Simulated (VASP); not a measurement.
# Sb (Im-3m) in VASP: a series of runs

Runs on Sb. Level: r2SCAN. Tasks: single point, relaxation of cell and atoms.

Everything below comes from runs of VASP 6.6.1. Logs are shortened: lines on timing, memory, paths and dates and some standing lists are left out, and cuts for length are marked.

## (1) The cell of the first run

Symmetry: Im-3m, No. 229, cubic system. Conventional cell: a = 3.805 Å, b = 3.805 Å, c = 3.805 Å, α = 90.00°, β = 90.00°, γ = 90.00°. Within 4.3 Å of Sb (site symmetry m-3m) lie 14 Sb at 3.30 to 3.81 Å.

## (2) Single point, r2SCAN

POSCAR reads:

```
Sb
1.0
    1.9025487841      1.9025487841      1.9025487841
   -1.9025487841      1.9025487841      1.9025487841
   -1.9025487841     -1.9025487841      1.9025487841
Sb
1
Direct
    0.0000000000      0.0000000000      0.0000000000
```

INCAR.step1 reads:

```
PREC = Accurate ; ENCUT = 520
ISMEAR = 0 ; SIGMA = 0.1
LREAL = F ; LASPH = T
NELM = 60 ; NBANDS = 8
GGA = PE ; ALGO = Normal
EDIFF = 1E-4 ; LWAVE = T
LCHARG = F
```

INCAR.step2 reads:

```
PREC = Accurate ; ENCUT = 520
EDIFF = 1E-7 ; ISMEAR = 0
SIGMA = 0.1 ; LREAL = F
LASPH = T ; NELM = 60
ALGO = Normal ; ISIF = 2
LWAVE = F ; LCHARG = T
METAGGA = R2SCAN ; LMIXTAU = T
LELF = T ; LVHAR = T
NBANDS = 8 ; ISTART = 1
```

KPOINTS reads:

```
regular mesh
0
Gamma
  6 6 6
```

Potentials or basis: VASP PAW PBE potentials, release 64 (Sb).

On the command line:

```bash
cat potpaw_PBE.64/Sb/POTCAR > POTCAR
cp INCAR.step1 INCAR
mpirun -np 1 vasp_std > vasp.out
cp INCAR.step2 INCAR
mpirun -np 1 vasp_std > vasp.out
```

OUTCAR:

```text
PREC = Accurate
   ENCUT = 520
   EDIFF = 1E-7
   ISMEAR = 0
   LREAL = F
   LASPH = T
   NELM = 60
   ISIF = 2
   METAGGA = R2SCAN
   ISTART = 1

 ion  position               nearest neighbor table
   1  0.000  0.000  0.000-

  LATTYP: Found a body centered cubic cell.
 ALAT       =     3.8050975682

  Lattice vectors:

 A1 = (   1.9025487841,  -1.9025487841,  -1.9025487841)
 A2 = (   1.9025487841,   1.9025487841,   1.9025487841)
 A3 = (  -1.9025487841,  -1.9025487841,   1.9025487841)

Analysis of symmetry for initial positions (statically):
=====================================================================
 Subroutine PRICEL returns:
 Original cell was already a primitive cell.

 Routine SETGRP: Setting up the symmetry group for a
 body centered cubic supercell.

 Subroutine GETGRP returns: Found 48 space group operations
 (whereof 48 operations were pure point group operations)
 out of a pool of 48 trial point group operations.

The static configuration has the point symmetry O_h .

Analysis of symmetry for dynamics (positions and initial velocities):
=====================================================================
 Subroutine PRICEL returns:
 Original cell was already a primitive cell.

 Routine SETGRP: Setting up the symmetry group for a
 body centered cubic supercell.

 Subroutine GETGRP returns: Found 48 space group operations
 (whereof 48 operations were pure point group operations)
 out of a pool of 48 trial point group operations.

The dynamic configuration has the point symmetry O_h .

 Subroutine INISYM returns: Found 48 space group operations
 (whereof 48 operations are pure point group operations),
 and found     1 'primitive' translations

----------------------------------------------------------------------------------------

                                     Primitive cell

  volume of cell :      27.5466

  direct lattice vectors                    reciprocal lattice vectors
     1.902548784  1.902548784  1.902548784     0.262805350  0.000000000  0.262805350
    -1.902548784  1.902548784  1.902548784    -0.262805350  0.262805350  0.000000000
    -1.902548784 -1.902548784  1.902548784     0.000000000 -0.262805350  0.262805350

  length of vectors
     3.295311158  3.295311158  3.295311158     0.371662891  0.371662891  0.371662891

[... 69 lines left out ...]
   EDIFF  = 0.1E-06   stopping-criterion for ELM
   LREAL  =      F    real-space projection
   EDIFFG = 0.1E-05   stopping-criterion for IOM
   NSW    =      0    number of steps for IOM
   IBRION =     -1    ionic relax: 0-MD 1-quasi-New 2-CG
   NFREE  =      0    steps in history (QN), initial steepest desc. (CG)
   ISIF   =      2    stress and relaxation
   ISYM   =      2    0-nonsym 1-usesym 2-fastsym
   POTIM  = 0.5000    time-step for ionic-motion
   TEBEG  =    0.0;   TEEND  =   0.0 temperature during run
   PSTRESS=    0.0 pullay stress
   NELECT =       5.0000    total number of electrons
   NUPDOWN=      -1.0000    fix difference up-down
   EMIN   =  10.00;   EMAX   =-10.00  energy-range for DOS
   EFERMI =   0.00;   METHOD = LEGACY
   ISMEAR =     0;   SIGMA  =   0.10  broadening in eV -4-tet -1-fermi 0-gaus
   EFERMI_NEDOS =   21; number of points for ismear=-14 and -15
   IALGO  =     38    algorithm
   IMIX   =      4    mixing-type and parameters
     AMIX     =   0.40;   BMIX     =  1.00
     AMIX_MAG =   1.60;   BMIX_MAG =  1.00
  volume/ion in A,a.u.               =      27.55       185.89
  Fermi-wavevector in a.u.,A,eV,Ry     =   0.926920  1.751625 11.689869  0.859181
  Thomas-Fermi vector in A             =   2.052934
   LORBIT       =      0    0 simple, 1 ext, 2 COOP (PROOUT), +10 PAW based schemes
   METAGGA = R2SCAN    functional components
   LHFCALC =     F    Hartree Fock is set to
   AEXX    =    0.0000 exact exchange contribution
   IVDW    =     0    specifies the selected vdW correction
   LEPSILON=     F    determine dielectric tensor
   LRPA    =     F    only Hartree local field effects (RPA)
 non-spin polarized calculation
 Gauss-broadening in eV      SIGMA  =   0.10
  energy-cutoff  :      520.00
  volume of cell :       27.55
 maximum number of plane-waves:       767
 NGX is ok and might be reduce to    28
   NGX = 13   NGY = 13   NGZ = 13

 number of electron       5.0000000 magnetization

 Free energy of the ion-electron system (eV)
  ---------------------------------------------------
  ext. energy  EPLUGINS =         0.00000000
  ---------------------------------------------------
  free energy    TOTEN  =       -25.28532394 eV

  energy without entropy =      -25.27327871  energy(sigma->0) =      -25.27930133

 E-fermi :   7.6360     XC(G=0): -10.6640

 val. band max:        7.6264356502   @ k =   0.5000   0.3333   0.3333
 cond. band min:       8.0041479598   @ k =   0.1667   0.5000   0.1667
 fundamental gap:      0.3777123096
 Fermi energy:         7.6360423150

 k-point     1 :       0.0000    0.0000    0.0000
  band No.  band energies     occupation
      1      -5.1799      2.00000
      2      13.6818      0.00000
      3      13.6818      0.00000
      4      13.6818      0.00000
      5      18.9685      0.00000
      6      18.9685      0.00000
      7      18.9685      0.00000
      8      20.7360      0.00000
[... 155 lines left out ...]
 k-point    16 :       0.5000    0.5000    0.5000
  band No.  band energies     occupation
      1       2.3638      2.00000
      2       5.9424      2.00000
      3       5.9424      2.00000
      4       5.9424      2.00000
      5      11.5126      0.00000
      6      11.5126      0.00000
      7      26.3280      0.00000
      8      26.3280      0.00000

------------------------ aborting loop because EDIFF is reached ----------------------------------------

  FORCE on cell =-STRESS in cart. coord.  units (eV):
  Direction    XX          YY          ZZ          XY          YZ          ZX
  --------------------------------------------------------------------------------------
  -------------------------------------------------------------------------------------
  Total       -0.0204311     -0.0204311     -0.0204311      0.0000000     -0.0000000     -0.0000000
  in kB       -1.1883248     -1.1883248     -1.1883248      0.0000000     -0.0000000     -0.0000000
  external PRESSURE =      -1.1883248 kB  Pullay stress =       0.0000000 kB

 VOLUME and BASIS-vectors are now :
 -----------------------------------------------------------------------------
  energy-cutoff  :      520.00
  volume of cell :       27.55
      direct lattice vectors                 reciprocal lattice vectors
     1.902548784  1.902548784  1.902548784     0.262805350  0.000000000  0.262805350
    -1.902548784  1.902548784  1.902548784    -0.262805350  0.262805350  0.000000000
    -1.902548784 -1.902548784  1.902548784     0.000000000 -0.262805350  0.262805350

 POSITION                                       TOTAL-FORCE (eV/Angst)
 -----------------------------------------------------------------------------------
      0.00000      0.00000      0.00000        -0.000000      0.000000     -0.000000
 -----------------------------------------------------------------------------------
    total drift:                               -0.000000     -0.000000      0.000000

  FREE ENERGIE OF THE ION-ELECTRON SYSTEM (eV)
  ---------------------------------------------------
  free  energy   TOTEN  =       -25.2853239450 eV

  energy  without entropy=      -25.2732787104  energy(sigma->0) =      -25.27930133
```

OSZICAR.step1:

```text
N       E                     dE             d eps       ncg     rms          rms(c)
DAV:   1     0.474189996692E+01    0.47419E+01   -0.15232E+03   256   0.399E+02
DAV:   2    -0.377578524457E+01   -0.85177E+01   -0.84647E+01   376   0.527E+01
DAV:   3    -0.385977491938E+01   -0.83990E-01   -0.83974E-01   296   0.583E+00
DAV:   4    -0.386003361806E+01   -0.25870E-03   -0.25870E-03   384   0.422E-01
DAV:   5    -0.386003392520E+01   -0.30714E-06   -0.30658E-06   312   0.941E-03    0.165E+00
DAV:   6    -0.385856723354E+01    0.14667E-02   -0.16907E-03   336   0.221E-01    0.944E-01
DAV:   7    -0.385793567888E+01    0.63155E-03   -0.36408E-03   280   0.324E-01    0.561E-02
DAV:   8    -0.385796145505E+01   -0.25776E-04   -0.62184E-05   344   0.583E-02
   1 F= -.38579615E+01 E0= -.38516968E+01  d E =-.125294E-01
```

It took 11 s on 1 thread of Intel Xeon 6975P-C (Granite Rapids), shared host; peak memory 0.15 GiB.

What came out:

```
Free energy : -25.2853 eV
Pressure    : -0.1 GPa
```

Caveat: the k points lie up to 0.39 Å⁻¹ apart; the PAW data sets were made with another functional, which shifts forces and pressure a little; spin-orbit coupling is left out, which moves the levels of the heavy elements.

## (3) Relaxation of cell and atoms, r2SCAN

This run uses another cell than the first one, of 30.12 Å³/atom, 1.093 times its volume.

POSCAR reads:

```
Sb
1.0
    1.9600000000      1.9600000000      1.9600000000
   -1.9600000000      1.9600000000      1.9600000000
   -1.9600000000     -1.9600000000      1.9600000000
Sb
1
Direct
    0.0000000000      0.0000000000      0.0000000000
```

INCAR.step1 reads:

```
SYSTEM = Sb
ALGO = Normal
EDIFF = 1E-4
ENCUT = 600
GGA = PE
ISMEAR = 0
LASPH = .True.
LCHARG = .False.
LREAL = .False.
LWAVE = .True.
NELM = 80
PREC = Accurate
SIGMA = 0.1
```

INCAR.step2 reads:

```
SYSTEM = Sb
ALGO = Normal
EDIFF = 1E-7
EDIFFG = -0.02
ENCUT = 600
IBRION = 2
ISIF = 3
ISMEAR = 0
ISTART = 1
LASPH = .True.
LCHARG = .False.
LMIXTAU = .True.
LREAL = .False.
LWAVE = .False.
METAGGA = R2SCAN
NELM = 80
NSW = 80
PREC = Accurate
SIGMA = 0.1
```

KPOINTS reads:

```
k-points
0
Gamma
  6 6 6
  0 0 0
```

Potentials or basis: VASP PAW PBE potentials, release 64 (Sb).

On the command line:

```bash
cat potpaw_PBE.64/Sb/POTCAR > POTCAR
cp INCAR.step1 INCAR
mpirun -np 1 vasp_std > vasp.out
cp INCAR.step2 INCAR
mpirun -np 1 vasp_std > vasp.out
```

OUTCAR:

```text
SYSTEM = Sb
   EDIFF = 1E-7
   EDIFFG = -0.02
   ENCUT = 600
   IBRION = 2
   ISIF = 3
   ISMEAR = 0
   ISTART = 1
   LASPH = .True.
   LREAL = .False.
   METAGGA = R2SCAN
   NELM = 80
   NSW = 80
   PREC = Accurate

 ion  position               nearest neighbor table
   1  0.000  0.000  0.000-

  LATTYP: Found a body centered cubic cell.
 ALAT       =     3.9200000000

  Lattice vectors:

 A1 = (   1.9600000000,  -1.9600000000,  -1.9600000000)
 A2 = (   1.9600000000,   1.9600000000,   1.9600000000)
 A3 = (  -1.9600000000,  -1.9600000000,   1.9600000000)

Analysis of symmetry for initial positions (statically):
=====================================================================
 Subroutine PRICEL returns:
 Original cell was already a primitive cell.

 Routine SETGRP: Setting up the symmetry group for a
 body centered cubic supercell.

 Subroutine GETGRP returns: Found 48 space group operations
 (whereof 48 operations were pure point group operations)
 out of a pool of 48 trial point group operations.

The static configuration has the point symmetry O_h .

Analysis of symmetry for dynamics (positions and initial velocities):
=====================================================================
 Subroutine PRICEL returns:
 Original cell was already a primitive cell.

 Routine SETGRP: Setting up the symmetry group for a
 body centered cubic supercell.

 Subroutine GETGRP returns: Found 48 space group operations
 (whereof 48 operations were pure point group operations)
 out of a pool of 48 trial point group operations.

The dynamic configuration has the point symmetry O_h .

 Subroutine INISYM returns: Found 48 space group operations
 (whereof 48 operations are pure point group operations),
 and found     1 'primitive' translations

[... 88 lines left out ...]
   NFREE  =      1    steps in history (QN), initial steepest desc. (CG)
   ISIF   =      3    stress and relaxation
   ISYM   =      2    0-nonsym 1-usesym 2-fastsym
   POTIM  = 0.5000    time-step for ionic-motion
   TEBEG  =    0.0;   TEEND  =   0.0 temperature during run
   PSTRESS=    0.0 pullay stress
   NELECT =       5.0000    total number of electrons
   NUPDOWN=      -1.0000    fix difference up-down
   EMIN   =  10.00;   EMAX   =-10.00  energy-range for DOS
   EFERMI =   0.00;   METHOD = LEGACY
   ISMEAR =     0;   SIGMA  =   0.10  broadening in eV -4-tet -1-fermi 0-gaus
   EFERMI_NEDOS =   21; number of points for ismear=-14 and -15
   IALGO  =     38    algorithm
   IMIX   =      4    mixing-type and parameters
     AMIX     =   0.40;   BMIX     =  1.00
     AMIX_MAG =   1.60;   BMIX_MAG =  1.00
  volume/ion in A,a.u.               =      30.12       203.25
  Fermi-wavevector in a.u.,A,eV,Ry     =   0.899751  1.700282 11.014610  0.809551
  Thomas-Fermi vector in A             =   2.022623
   LORBIT       =      0    0 simple, 1 ext, 2 COOP (PROOUT), +10 PAW based schemes
   METAGGA = R2SCAN    functional components
   LHFCALC =     F    Hartree Fock is set to
   AEXX    =    0.0000 exact exchange contribution
   IVDW    =     0    specifies the selected vdW correction
   LEPSILON=     F    determine dielectric tensor
   LRPA    =     F    only Hartree local field effects (RPA)
 conjugate gradient relaxation of ions
 non-spin polarized calculation
 Gauss-broadening in eV      SIGMA  =   0.10
  energy-cutoff  :      600.00
  volume of cell :       30.12
 maximum number of plane-waves:      1048
   NGX = 13   NGY = 13   NGZ = 13

--------------------------------------- Ionic step        1  -------------------------------------------

 number of electron       5.0000000 magnetization

 Free energy of the ion-electron system (eV)
  ---------------------------------------------------
  ext. energy  EPLUGINS =         0.00000000
  ---------------------------------------------------
  free energy    TOTEN  =       -25.24711057 eV

  energy without entropy =      -25.23442195  energy(sigma->0) =      -25.24076626

------------------------ aborting loop because EDIFF is reached ----------------------------------------

  FORCE on cell =-STRESS in cart. coord.  units (eV):
  Direction    XX          YY          ZZ          XY          YZ          ZX
  --------------------------------------------------------------------------------------
  -------------------------------------------------------------------------------------
  Total       -0.8328959     -0.8328959     -0.8328959      0.0000000      0.0000000      0.0000000
  in kB      -44.3070760    -44.3070760    -44.3070760      0.0000000      0.0000000      0.0000000
  external PRESSURE =     -44.3070760 kB  Pullay stress =       0.0000000 kB
[... 57 lines left out ...]
--------------------------------------- Ionic step        3  -------------------------------------------

 number of electron       5.0000000 magnetization

 Free energy of the ion-electron system (eV)
  ---------------------------------------------------
  ext. energy  EPLUGINS =         0.00000000
  ---------------------------------------------------
  free energy    TOTEN  =       -25.28558853 eV

  energy without entropy =      -25.27364773  energy(sigma->0) =      -25.27961813

 E-fermi :   7.6614     XC(G=0): -10.6730

 val. band max:        7.6546588067   @ k =   0.5000   0.3333   0.3333
 cond. band min:       8.0275464584   @ k =   0.1667   0.5000   0.1667
 fundamental gap:      0.3728876518
 Fermi energy:         7.6613842229

 k-point     1 :       0.0000    0.0000    0.0000
  band No.  band energies     occupation
      1      -5.1696      2.00000
      2      13.7245      0.00000
      3      13.7245      0.00000
      4      13.7245      0.00000
      5      19.0034      0.00000
      6      19.0034      0.00000
[... 161 lines left out ...]
  FREE ENERGIE OF THE ION-ELECTRON SYSTEM (eV)
  ---------------------------------------------------
  free  energy   TOTEN  =       -25.2855885261 eV

  energy  without entropy=      -25.2736477322  energy(sigma->0) =      -25.27961813

 reached required accuracy - stopping structural energy minimisation
```

It took 26 s on 1 thread of Intel Xeon 6975P-C (Granite Rapids), shared host; peak memory 0.16 GiB.

Results:

```
Free energy                            : -25.2856 eV
Relaxed volume                         : 27.49 Å³/atom
Relaxed cell                           : a = 3.293 Å, b = 3.293 Å, c = 3.293 Å, α = 70.53°, β = 109.47°, γ = 70.53°
Space group after relaxing (to 0.05 Å) : Im-3m (No. 229)
Energy gained by relaxing              : 38.5 meV/atom
Ionic steps                            : 3
Pressure after relaxing                : -0.1 GPa
```

Step by step:
```
step  energy change (eV)  largest force (eV/Å)  pressure (GPa)  volume (Å³)
   1              0.0000                0.0000           -4.43        30.12
   2             -0.0336                0.0000            1.89        26.63
   3             -0.0385                0.0000           -0.11        27.49
```

Final structure:
```
CELL_PARAMETERS angstrom
1.90130 1.90130 1.90130
-1.90130 1.90130 1.90130
-1.90130 -1.90130 1.90130
ATOMIC_POSITIONS crystal
Sb 0.00000 0.00000 0.00000
```

Levels at points of the mesh, in eV from the Fermi level:
| k point | band 1 | band 2 | band 3 | band 4 | band 5 | band 6 |
| --- | --- | --- | --- | --- | --- | --- |
| (0.00, 0.00, 0.00) | -12.83 | 6.06 | 6.06 | 6.06 | 11.34 | 11.34 |
| (0.50, 0.00, 0.00) | -8.66 | -5.29 | 2.10 | 4.41 | 7.40 | 7.70 |
| (0.50, 0.50, 0.50) | -5.26 | -1.70 | -1.70 | -1.70 | 3.87 | 3.87 |

Caveat: the k points lie up to 0.39 Å⁻¹ apart in the final cell; the PAW data sets were made with another functional, which shifts forces and pressure a little; spin-orbit coupling is left out, which moves the levels of the heavy elements.
